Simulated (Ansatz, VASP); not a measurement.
## Al3Cl: VASP beside Ansatz

```xyz
4
Lattice="3.0145 0.0000 0.0000 -1.5073 2.6107 0.0000 0.0000 0.0000 9.1680" Properties=species:S:1:pos:R:3 pbc="T T T"
Al    1.5073    0.8702    4.5840
Al    0.0000    1.7404    2.1688
Al    0.0000    1.7404    6.9992
Cl    1.5073    0.8702    0.0000
```

Change from the starting cell: species swapped into the GaAg3 type (P-6m2, No. 187).

Alike in both runs: functional PBE; k mesh 6 × 6 × 2; occupations gaussian, width 0.1 eV; no spin polarisation.

Ansatz relaxed the structure, and its values are those at the end. VASP's run is a single point on that final structure, the one shown.

```csv
,VASP,Ansatz
version,VASP 6.6.1,Ansatz 0.2.0
potentials or method,"VASP PAW PBE potentials, release 64 (Al, Cl), cutoff 520 eV","scalar-relativistic, plane waves, PAW"
valence electrons in the cell,16,16
```

```tsv
	VASP	Ansatz	Ansatz less VASP
gap on the k mesh at the Fermi level (eV)	none	none	-
pressure (GPa)	-0.1	0.0	+0.04
```

A gap of «none» marks a metal or a gap that the smearing closes. With one functional, cell and mesh, what is left measures potentials, basis and numerics.

The k mesh is coarse, so the values compare programs but aren't converged.
